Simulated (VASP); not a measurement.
A run of VASP 6.6.1 is set up as follows.

Contents of POSCAR:

```
GdN
1.0
    0.0000000000      2.4698904433      2.4698904433
    2.4698904433      0.0000000000      2.4698904433
    2.4698904433      2.4698904433      0.0000000000
Gd N
1 1
Direct
    0.0000000000      0.0000000000      0.0000000000
    0.5000000000      0.5000000000      0.5000000000
```

Contents of INCAR.step1:

```
SYSTEM = GdN
PREC = Accurate ; ENCUT = 520
ISMEAR = 0 ; SIGMA = 0.05
LREAL = .False. ; LASPH = .True.
NELM = 150 ; ISPIN = 2
MAGMOM = 7.62 0 ; LMAXMIX = 6
NBANDS = 22 ; GGA = PE
ALGO = Normal ; EDIFF = 1E-4
LWAVE = .True. ; LCHARG = .False.
```

INCAR.step2

```
SYSTEM = GdN
PREC = Accurate ; ENCUT = 520
EDIFF = 1E-6 ; ISMEAR = 0
SIGMA = 0.05 ; LREAL = .False.
LASPH = .True. ; NELM = 150
ALGO = Normal ; ISIF = 2
LWAVE = .False. ; LCHARG = .False.
ISPIN = 2 ; MAGMOM = 7.62 0
LORBIT = 11 ; LMAXMIX = 6
METAGGA = R2SCAN ; LMIXTAU = .True.
NBANDS = 22 ; ISTART = 1
```

Contents of KPOINTS:

```
Automatic mesh
0
Gamma
  12 12 12
  0 0 0
```

Potentials or basis: VASP PAW PBE potentials, release 64 (Gd, N).

The run is started by

```sh
$ cat potpaw_PBE.64/Gd/POTCAR potpaw_PBE.64/N/POTCAR > POTCAR
$ cp INCAR.step1 INCAR
$ mpirun -np 1 vasp_std > vasp.out
$ cp INCAR.step2 INCAR
$ mpirun -np 1 vasp_std > vasp.out
```

(1) Estimate the band gap on the k mesh.

(2) Predict the net moment.

Results:

(1) zero (filled and empty bands overlap).

(2) 7.00 μB per cell.

Caveat: spin-orbit coupling is left out, which moves the levels of the heavy elements; a cell with one magnetic atom can't hold antiferromagnetic order, which such compounds often take; semilocal functionals describe open f shells poorly, which spoils levels, moments and volumes.
